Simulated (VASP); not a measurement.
# Ge (Im-3m) in VASP: further runs, part 2 of 2

VASP 6.6.1. The steps go on from the part before.

**4. Relaxation of cell and atoms, LDA**

This run uses another cell than the first one, of 19.00 Å³/atom, 1.192 times its volume.

INCAR reads:

```
  PREC = Accurate
  ENCUT = 500
  EDIFF = 1E-7
  ISMEAR = -1
  SIGMA = 0.08
  LREAL = False
  LASPH = True
  NELM = 120
  ALGO = Normal
  ISIF = 3
  LWAVE = False
  LCHARG = False
  GGA = CA
  IBRION = 2
  NSW = 60
  EDIFFG = -0.005
  GGA_COMPAT = False
  NELMIN = 4
```

KPOINTS reads:

```
regular mesh
0
Gamma
  17 17 17
```

POSCAR reads:

```
Ge
1.0
   -1.6809877034      1.6809877034      1.6809877034
    1.6809877034     -1.6809877034      1.6809877034
    1.6809877034      1.6809877034     -1.6809877034
Ge
1
Direct
    0.0000000000      0.0000000000      0.0000000000
```

Potentials or basis: VASP PAW LDA potentials, release 64 (Ge_d).

Started as:

```
$ cat potpaw_LDA.64/Ge_d/POTCAR > POTCAR
$ mpirun -np 1 vasp_std > vasp.out
```

OUTCAR:

```text
PREC = Accurate
   ENCUT = 500
   EDIFF = 1E-7
   ISMEAR = -1
   LREAL = False
   LASPH = True
   NELM = 120
   ISIF = 3
   GGA = CA
   IBRION = 2
   NSW = 60
   EDIFFG = -0.005
   NELMIN = 4

 ion  position               nearest neighbor table
   1  0.000  0.000  0.000-

  LATTYP: Found a body centered cubic cell.
 ALAT       =     3.3619754068

  Lattice vectors:

 A1 = (  -1.6809877034,   1.6809877034,   1.6809877034)
 A2 = (   1.6809877034,  -1.6809877034,   1.6809877034)
 A3 = (   1.6809877034,   1.6809877034,  -1.6809877034)

Analysis of symmetry for initial positions (statically):
=====================================================================
 Subroutine PRICEL returns:
 Original cell was already a primitive cell.

 Routine SETGRP: Setting up the symmetry group for a
 body centered cubic supercell.

 Subroutine GETGRP returns: Found 48 space group operations
 (whereof 48 operations were pure point group operations)
 out of a pool of 48 trial point group operations.

The static configuration has the point symmetry O_h .

Analysis of symmetry for dynamics (positions and initial velocities):
=====================================================================
[... 263 lines left out ...]

 number of electron      14.0000004 magnetization

------------------------ aborting loop because EDIFF is reached ----------------------------------------
[... 65 lines left out ...]
--------------------------------------- Ionic step       14  -------------------------------------------

 number of electron      14.0000004 magnetization

 Free energy of the ion-electron system (eV)
  ---------------------------------------------------
  ext. energy  EPLUGINS =         0.00000000
  ---------------------------------------------------
  free energy    TOTEN  =        -4.89048178 eV

  energy without entropy =       -4.88317740  energy(sigma->0) =       -4.88682959

 E-fermi :   7.1342     XC(G=0): -11.8713

 val. band max:        7.0800274599   @ k =   0.2353   0.2353   0.1765
 cond. band min:       7.2224936219   @ k =  -0.4118   0.4118   0.4118
 fundamental gap:      0.1424661620
 Fermi energy:         7.1341723946

 k-point     1 :       0.0000    0.0000    0.0000
  band No.  band energies     occupation
      1     -17.7279      2.00000
      2     -17.7279      2.00000
      3     -17.7279      2.00000
      4     -17.6259      2.00000
      5     -17.6259      2.00000
      6      -6.5124      2.00000
      7      16.7413      0.00000
      8      16.7413      0.00000
      9      16.7413      0.00000
     10      22.5878      0.00000
     11      22.5878      0.00000
[... 309 lines left out ...]
 k-point    24 :       0.1765    0.1765    0.0000
  band No.  band energies     occupation
      1     -17.7399      2.00000
      2     -17.7117      2.00000
      3     -17.6436      2.00000
      4     -17.6342      2.00000
      5     -17.6224      2.00000
      6      -3.9410      2.00000
      7       8.2980      0.00000
      8      10.1423      0.00000
      9      13.7994      0.00000
     10      19.5104      0.00000
     11      20.5079      0.00000

 [... further k-points ...]
[... 5 lines left out ...]
  --------------------------------------------------------------------------------------
  -------------------------------------------------------------------------------------
  Total       -0.0025075     -0.0025075     -0.0025075      0.0000000      0.0000000     -0.0000000
  in kB       -0.2253971     -0.2253971     -0.2253971      0.0000000      0.0000000     -0.0000000
  external PRESSURE =      -0.2253971 kB  Pullay stress =       0.0000000 kB
[... 16 lines left out ...]
  FREE ENERGIE OF THE ION-ELECTRON SYSTEM (eV)
  ---------------------------------------------------
  free  energy   TOTEN  =        -4.8904817794 eV

  energy  without entropy=       -4.8831773990  energy(sigma->0) =       -4.88682959

 reached required accuracy - stopping structural energy minimisation
```

Run time: 84 s. Hardware: 1 thread of Intel Xeon Platinum 8488C (Sapphire Rapids), shared host; peak memory 0.16 GiB.

What came out:

| Item | Value |
| --- | --- |
| Free energy | -4.8905 eV |
| Relaxed volume | 17.82 Å³/atom |
| Relaxed cell | a = 2.850 Å, b = 2.850 Å, c = 2.850 Å, α = 109.47°, β = 109.47°, γ = 109.47° |
| Space group after relaxing (to 0.05 Å) | Im-3m (No. 229) |
| Energy gained by relaxing | 17.6 meV/atom |
| Ionic steps | 14 |
| Pressure after relaxing | 0.0 GPa |
| Band gap on the k mesh | zero (band 7 reaches 16.74 eV, above the bottom of band 8 at 3.95 eV) |

Step by step:
```
step  energy change (eV)  largest force (eV/Å)  pressure (GPa)  volume (Å³)
   1              0.0000                0.0000           -4.59        19.00
   2             -0.0165                0.0000            1.27        17.54
   3             -0.0176                0.0000            0.05        17.82
   4             -0.0176                0.0000           -0.12        17.84
   5             -0.0176                0.0000           -0.12        17.84
   6             -0.0176                0.0000           -0.11        17.84
   7             -0.0176                0.0000           -0.09        17.84
   8             -0.0176                0.0000           -0.09        17.84
   9             -0.0176                0.0000           -0.09        17.84
  10             -0.0176                0.0000           -0.09        17.84
  11             -0.0176                0.0000           -0.10        17.84
  12             -0.0176                0.0000           -0.09        17.84
  13             -0.0176                0.0000           -0.05        17.83
  14             -0.0176                0.0000           -0.02        17.82
```

Final structure:
```
CELL_PARAMETERS angstrom
-1.64555 1.64555 1.64555
1.64555 -1.64555 1.64555
1.64555 1.64555 -1.64555
ATOMIC_POSITIONS crystal
Ge 0.00000 0.00000 0.00000
```

**5. Summary**

```tsv
task	cell	gap on the mesh (eV)	pressure (GPa)
single point	a = 2.746 Å, angles 109.5°, 1 atom	none	11.5
single point	a = 2.848 Å, angles 109.5°, 1 atom	none	0.1
relaxation of cell and atoms	relaxed from a = 2.912 Å, angles 109.5°, 1 atom	none	0.0
```

Alike in all rows: level LDA; potentials or basis VASP PAW LDA potentials, release 64 (Ge_d); no spin polarisation; k mesh 17 × 17 × 17; cutoff (eV) 500; smearing fermi-dirac 0.08 eV.

Absolute energies hang on the potentials; compare differences alone.
